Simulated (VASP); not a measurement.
# NbP (Pm) in VASP: single point with PBE

Aim: the single point of NbP with PBE.

All numbers are computed with VASP 6.6.1; they aren't measurements. Logs are shortened: lines on timing, memory, paths and dates and some standing lists are left out, and cuts for length are marked.

### 1 The cell of the first run

Symmetry: Pm, No. 6, monoclinic system. Conventional cell: a = 3.347 Å, b = 3.347 Å, c = 11.433 Å, α = 90.00°, β = 91.68°, γ = 90.00°. Within 3.4 Å of Nb (site symmetry m) lie 6 P at 2.54 to 2.55 Å and 8 Nb at 3.31 to 3.35 Å. Nb (site symmetry m) has 6 P at 2.55 to 2.56 Å and 8 Nb at 3.16 to 3.49 Å within 3.5 Å. Nb (site symmetry m) has 6 P at 2.54 to 2.55 Å and 8 Nb at 3.31 to 3.35 Å within 3.4 Å. Nb (site symmetry m) has 6 P at 2.54 to 2.55 Å and 8 Nb at 3.16 to 3.49 Å within 3.5 Å. Within 3.4 Å of P (site symmetry m) lie 6 Nb at 2.54 to 2.55 Å and 8 P at 3.31 to 3.35 Å. Within 3.5 Å of P (site symmetry m) lie 6 Nb at 2.54 to 2.55 Å and 8 P at 3.16 to 3.49 Å. Within 3.4 Å of P (site symmetry m) lie 6 Nb at 2.54 to 2.55 Å and 8 P at 3.31 to 3.35 Å. P (site symmetry m) has 6 Nb at 2.55 to 2.56 Å and 8 P at 3.16 to 3.49 Å within 3.5 Å.

### 2 Single point, PBE (the part above a cut slid along it)

INCAR

```
PREC = Accurate ; ENCUT = 520
EDIFF = 1E-6 ; ISMEAR = 0
SIGMA = 0.15 ; LREAL = F
LASPH = T ; NELM = 60
ALGO = Fast ; ISIF = 2
LWAVE = F ; LCHARG = F
GGA = PE ; NBANDS = 46
```

KPOINTS

```
regular mesh
0
Gamma
  14 14 4
```

POSCAR

```
NbP
1.0
   -3.3470468442      0.0000000000      0.0000000000
    0.0000000000     -3.3470468442      0.0000000000
   -0.3347046844      0.0000000000     11.4279644792
Nb P
4 4
Direct
   -0.0583734683      0.0000000000      0.5837346827
    0.4916265317      0.5000000000      0.0837346827
    0.4666265317      0.0000000000      0.3337346827
   -0.0833734683      0.5000000000      0.8337346827
    0.4333706108      0.5000000000      0.6662938923
    0.9833706108      0.0000000000      0.1662938923
    0.9583706108      0.5000000000      0.4162938923
    0.4083706108      0.0000000000      0.9162938923
```

Potentials or basis: VASP PAW PBE potentials, release 64 (Nb_sv, P).

Started as:

```
> cat potpaw_PBE.64/Nb_sv/POTCAR potpaw_PBE.64/P/POTCAR > POTCAR
> mpirun -np 1 vasp_std > vasp.out
```

OUTCAR:

```text
PREC = Accurate
   ENCUT = 520
   EDIFF = 1E-6
   ISMEAR = 0
   LREAL = F
   LASPH = T
   NELM = 60
   ISIF = 2
   GGA = PE

 ion  position               nearest neighbor table
   1  0.942  0.000  0.584-   7 2.54   7 2.54   5 2.55   5 2.55   5 2.55   5 2.55
   2  0.492  0.500  0.084-   6 2.55   6 2.55   6 2.55   6 2.55   8 2.56   8 2.56
   3  0.467  0.000  0.334-   6 2.54   6 2.54   7 2.55   7 2.55   7 2.55   7 2.55
   4  0.917  0.500  0.834-   5 2.54   5 2.54   8 2.55   8 2.55   8 2.55   8 2.55
   5  0.433  0.500  0.666-   4 2.54   4 2.54   1 2.55   1 2.55   1 2.55   1 2.55
   6  0.983  0.000  0.166-   3 2.54   3 2.54   2 2.55   2 2.55   2 2.55   2 2.55
   7  0.958  0.500  0.416-   1 2.54   1 2.54   3 2.55   3 2.55   3 2.55   3 2.55
   8  0.408  0.000  0.916-   4 2.55   4 2.55   4 2.55   4 2.55   2 2.56   2 2.56

  LATTYP: Found a simple monoclinic cell.
 ALAT       =     3.3470468442
 B/A-ratio  =     1.0000000000
 C/A-ratio  =     3.4158066535
 COS(beta)  =    -0.0292756617

  Lattice vectors:

 A1 = (  -3.3470468442,   0.0000000000,   0.0000000000)
 A2 = (   0.0000000000,   3.3470468442,   0.0000000000)
 A3 = (   0.3347046844,   0.0000000000, -11.4279644792)

Analysis of symmetry for initial positions (statically):
=====================================================================
 Subroutine PRICEL returns:
 Original cell was already a primitive cell.

 Routine SETGRP: Setting up the symmetry group for a
 simple monoclinic supercell.

 Subroutine GETGRP returns: Found  2 space group operations
 (whereof  2 operations were pure point group operations)
 out of a pool of  4 trial point group operations.

The static configuration has the point symmetry C_1h.

Analysis of symmetry for dynamics (positions and initial velocities):
=====================================================================
 Subroutine PRICEL returns:
 Original cell was already a primitive cell.

 Routine SETGRP: Setting up the symmetry group for a
 simple monoclinic supercell.

 Subroutine GETGRP returns: Found  2 space group operations
 (whereof  2 operations were pure point group operations)
 out of a pool of  4 trial point group operations.

The dynamic configuration has the point symmetry C_1h.

 Subroutine INISYM returns: Found  2 space group operations
 (whereof  2 operations are pure point group operations),
 and found     1 'primitive' translations

----------------------------------------------------------------------------------------

                                     Primitive cell

  volume of cell :     128.0243

  direct lattice vectors                    reciprocal lattice vectors
    -3.347046844  0.000000000  0.000000000    -0.298770841  0.000000000 -0.008750465
     0.000000000 -3.347046844  0.000000000     0.000000000 -0.298770841  0.000000000
    -0.334704684  0.000000000 11.427964479     0.000000000  0.000000000  0.087504647

  length of vectors
     3.347046844  3.347046844 11.432864880     0.298898956  0.298770841  0.087504647

  position of ions in fractional coordinates (direct lattice)
     0.941626532  0.000000000  0.583734683
     0.491626532  0.500000000  0.083734683
     0.466626532  0.000000000  0.333734683
     0.916626532  0.500000000  0.833734683
     0.433370611  0.500000000  0.666293892
     0.983370611  0.000000000  0.166293892
     0.958370611  0.500000000  0.416293892
     0.408370611  0.000000000  0.916293892

  ion indices of the primitive-cell ions
   primitive index   ion index
                 1           1
                 2           2
                 3           3
                 4           4
                 5           5
                 6           6
                 7           7
                 8           8

----------------------------------------------------------------------------------------

 KPOINTS: regular mesh

Automatic generation of k-mesh.
 Grid dimensions read from file:
 generate k-points for:   14   14    4

 Generating k-lattice:

  Cartesian coordinates                     Fractional coordinates (reciprocal lattice)
    -0.021340774  0.000000000 -0.000625033     0.071428571  0.000000000  0.000000000
     0.000000000 -0.021340774  0.000000000     0.000000000  0.071428571  0.000000000
     0.000000000  0.000000000  0.021876162     0.000000000  0.000000000  0.250000000

  Length of vectors
     0.021349925  0.021340774  0.021876162

  Shift w.r.t. Gamma in fractional coordinates (k-lattice)
     0.000000000  0.000000000  0.000000000

 Subroutine IBZKPT returns following result:
 ===========================================

 Found    240 irreducible k-points:

 Following reciprocal coordinates:
            Coordinates               Weight
  0.000000  0.000000  0.000000      1.000000
  0.071429  0.000000  0.000000      2.000000
  0.142857  0.000000  0.000000      2.000000
  0.214286  0.000000  0.000000      2.000000
  0.285714  0.000000  0.000000      2.000000
  0.357143  0.000000  0.000000      2.000000
[... 16 lines left out ...]
  0.428571  0.142857  0.000000      4.000000
  0.500000  0.142857  0.000000      2.000000
 [... further k-points ...]
   k-points           NKPTS =    240   k-points in BZ     NKDIM =    240   number of bands    NBANDS=     46
   number of dos      NEDOS =    301   number of ions     NIONS =      8
   total plane-waves  NPLWV =  70560
   dimension x,y,z NGX =    28 NGY =   28 NGZ =   90
   dimension x,y,z NGXF=    56 NGYF=   56 NGZF=  180
   ions per type =               4   4
   NGX,Y,Z   is equivalent  to a cutoff of  13.91, 13.91, 13.09 a.u.
   NGXF,Y,Z  is equivalent  to a cutoff of  27.81, 27.81, 26.17 a.u.
 SYSTEM =  unknown system
   PREC   = accura    normal or accurate (medium, high low for compatibility)
   ISTART =      0    job   : 0-new  1-cont  2-samecut
   ICHARG =      2    charge: 1-file 2-atom 10-const
   ISPIN  =      1    spin polarized calculation?
   LNONCOLLINEAR =      F non collinear calculations
   LSORBIT =      F    spin-orbit coupling
   LASPH  =      T    aspherical Exc in radial PAW
   ENCUT  =  520.0 eV  38.22 Ry    6.18 a.u.   6.22  6.22 21.26*2*pi/ulx,y,z
   NELM   =     60;   NELMIN=  2; NELMDL= -5     # of ELM steps
   EDIFF  = 0.1E-05   stopping-criterion for ELM
   LREAL  =      F    real-space projection
   EDIFFG = 0.1E-04   stopping-criterion for IOM
   NSW    =      0    number of steps for IOM
   IBRION =     -1    ionic relax: 0-MD 1-quasi-New 2-CG
   NFREE  =      0    steps in history (QN), initial steepest desc. (CG)
   ISIF   =      2    stress and relaxation
   ISYM   =      2    0-nonsym 1-usesym 2-fastsym
   POTIM  = 0.5000    time-step for ionic-motion
   TEBEG  =    0.0;   TEEND  =   0.0 temperature during run
   PSTRESS=    0.0 pullay stress
   NELECT =      72.0000    total number of electrons
   NUPDOWN=      -1.0000    fix difference up-down
   EMIN   =  10.00;   EMAX   =-10.00  energy-range for DOS
   EFERMI =   0.00;   METHOD = LEGACY
   ISMEAR =     0;   SIGMA  =   0.15  broadening in eV -4-tet -1-fermi 0-gaus
   EFERMI_NEDOS =   21; number of points for ismear=-14 and -15
   IALGO  =     68    algorithm
   IMIX   =      4    mixing-type and parameters
     AMIX     =   0.40;   BMIX     =  1.00
     AMIX_MAG =   1.60;   BMIX_MAG =  1.00
  volume/ion in A,a.u.               =      16.00       107.99
  Fermi-wavevector in a.u.,A,eV,Ry     =   1.351310  2.553605 24.844748  1.826037
  Thomas-Fermi vector in A             =   2.478742
   LORBIT       =      0    0 simple, 1 ext, 2 COOP (PROOUT), +10 PAW based schemes
   GGA     = PE    functional components
   LHFCALC =     F    Hartree Fock is set to
   AEXX    =    0.0000 exact exchange contribution
   IVDW    =     0    specifies the selected vdW correction
   LEPSILON=     F    determine dielectric tensor
   LRPA    =     F    only Hartree local field effects (RPA)
 non-spin polarized calculation
 RMM-DIIS sequential band-by-band and
 Gauss-broadening in eV      SIGMA  =   0.15
  energy-cutoff  :      520.00
  volume of cell :      128.02
 maximum number of plane-waves:      3472
 NGX is ok and might be reduce to    28
   NGX = 13   NGY = 13   NGZ = 43

 number of electron      71.9999994 magnetization

 Free energy of the ion-electron system (eV)
  ---------------------------------------------------
  ext. energy  EPLUGINS =         0.00000000
  ---------------------------------------------------
  free energy    TOTEN  =       -70.49797399 eV

  energy without entropy =      -70.48698356  energy(sigma->0) =      -70.49247877

 E-fermi :  10.6731     XC(G=0): -12.0195

 val. band max:       10.6625558639   @ k =   0.2857   0.0000   0.5000
 cond. band min:      10.6777170295   @ k =   0.5000   0.0000   0.0000
 fundamental gap:      0.0151611656
 Fermi energy:        10.6731057199

 k-point     1 :       0.0000    0.0000    0.0000
  band No.  band energies     occupation
      1     -44.2916      2.00000
      2     -44.2664      2.00000
      3     -44.2538      2.00000
      4     -44.2355      2.00000
      5     -20.5545      2.00000
      6     -20.3711      2.00000
[... 38 lines left out ...]
     45      14.0310      0.00000
     46      14.1981      0.00000

 k-point     2 :       0.0714    0.0000    0.0000
  band No.  band energies     occupation
      1     -44.2907      2.00000
      2     -44.2654      2.00000
      3     -44.2530      2.00000
      4     -44.2348      2.00000
      5     -20.5510      2.00000
      6     -20.3852      2.00000
[... 38 lines left out ...]
     45      14.0268      0.00000
     46      14.2677      0.00000

 k-point     3 :       0.1429    0.0000    0.0000
  band No.  band energies     occupation
      1     -44.2880      2.00000
      2     -44.2625      2.00000
      3     -44.2509      2.00000
      4     -44.2328      2.00000
      5     -20.5416      2.00000
      6     -20.4239      2.00000
[... 1018 lines left out ...]
     45      14.1065      0.00000
     46      14.2388      0.00000

 k-point    24 :       0.5000    0.1429    0.0000
  band No.  band energies     occupation
      1     -44.2684      2.00000
      2     -44.2408      2.00000
      3     -44.2371      2.00000
      4     -44.2187      2.00000
      5     -20.6303      2.00000
      6     -20.6222      2.00000
[... 38 lines left out ...]
     45      14.1534      0.00000
     46      14.5972      0.00000

 [... further k-points ...]

------------------------ aborting loop because EDIFF is reached ----------------------------------------

  FORCE on cell =-STRESS in cart. coord.  units (eV):
  Direction    XX          YY          ZZ          XY          YZ          ZX
  --------------------------------------------------------------------------------------
  -------------------------------------------------------------------------------------
  Total       -0.6197111     -0.7570906     -0.3737795      0.0000000      0.0000000      1.5415326
  in kB       -7.7554571     -9.4747104     -4.6777134      0.0000000      0.0000000     19.2917147
  external PRESSURE =      -7.3026270 kB  Pullay stress =       0.0000000 kB

 VOLUME and BASIS-vectors are now :
 -----------------------------------------------------------------------------
  energy-cutoff  :      520.00
  volume of cell :      128.02
      direct lattice vectors                 reciprocal lattice vectors
    -3.347046844  0.000000000  0.000000000    -0.298770841  0.000000000 -0.008750465
     0.000000000 -3.347046844  0.000000000     0.000000000 -0.298770841  0.000000000
    -0.334704684  0.000000000 11.427964479     0.000000000  0.000000000  0.087504647

 POSITION                                       TOTAL-FORCE (eV/Angst)
 -----------------------------------------------------------------------------------
     -3.34705      0.00000      6.67090        -0.080629      0.000000     -0.041107
     -1.67352     -1.67352      0.95692         0.613034      0.000000     -0.049009
     -1.67352      0.00000      3.81391        -0.070295      0.000000     -0.016474
     -3.34705     -1.67352      9.52789        -0.288468      0.000000     -0.062806
     -1.67352     -1.67352      7.61438         0.040824      0.000000     -0.010915
     -3.34705      0.00000      1.90040         0.137477      0.000000      0.057402
     -3.34705     -1.67352      4.75739         0.030031      0.000000      0.017075
     -1.67352      0.00000     10.47137        -0.381974      0.000000      0.105836
 -----------------------------------------------------------------------------------
    total drift:                                0.000369      0.000000     -0.003008

  FREE ENERGIE OF THE ION-ELECTRON SYSTEM (eV)
  ---------------------------------------------------
  free  energy   TOTEN  =       -70.4979739889 eV

  energy  without entropy=      -70.4869835591  energy(sigma->0) =      -70.49247877
```

Run time: 2 h. Hardware: 1 thread of Oxide Virtual Turin-like, shared host; peak memory 0.97 GiB.

Results:

- Free energy: -70.4980 eV
- Pressure: -0.7 GPa
- Largest force: 0.615 eV/Å
- Band gap on the k mesh: zero (bands 36 and 37 overlap by 0.79 eV)

Forces on the atoms (eV/Å):
```
Nb  -0.081  0.000 -0.041
Nb   0.613  0.000 -0.049
Nb  -0.070  0.000 -0.016
Nb  -0.288  0.000 -0.063
P    0.041  0.000 -0.011
P    0.137  0.000  0.057
P    0.030  0.000  0.017
P   -0.382  0.000  0.106
```

Levels at points of the mesh, in eV from the Fermi level:
| k point | band 32 | band 33 | band 34 | band 35 | band 36 | band 37 | band 38 | band 39 | band 40 | band 41 |
| --- | --- | --- | --- | --- | --- | --- | --- | --- | --- | --- |
| (0.00, 0.00, 0.00) | -1.75 | -1.39 | -1.27 | -0.58 | -0.51 | 0.81 | 1.13 | 1.18 | 1.55 | 2.06 |
| (0.50, 0.00, 0.00) | -1.86 | -1.51 | -1.44 | -0.15 | -0.13 | -0.06 | 0.00 | 1.37 | 1.65 | 2.44 |
| (0.00, 0.50, 0.00) | -1.98 | -1.52 | -1.48 | -0.25 | -0.12 | 0.05 | 0.17 | 1.39 | 1.47 | 2.46 |
| (0.50, 0.50, 0.00) | -2.45 | -0.71 | -0.46 | -0.44 | -0.21 | 2.91 | 2.94 | 2.96 | 3.00 | 3.05 |
| (0.00, 0.00, 0.50) | -2.08 | -0.97 | -0.95 | -0.92 | -0.80 | 0.89 | 0.92 | 1.40 | 1.46 | 2.31 |
| (0.50, 0.00, 0.50) | -1.83 | -1.53 | -1.44 | -0.24 | -0.08 | -0.04 | 0.13 | 1.21 | 1.43 | 2.43 |
| (0.00, 0.50, 0.50) | -1.87 | -1.58 | -1.50 | -0.19 | -0.14 | 0.10 | 0.19 | 1.23 | 1.30 | 2.44 |
| (0.50, 0.50, 0.50) | -2.49 | -0.70 | -0.44 | -0.43 | -0.19 | 2.89 | 2.95 | 2.97 | 2.98 | 3.03 |

Caveat: the cell differs from its parent crystal (the part above a cut slid along it).
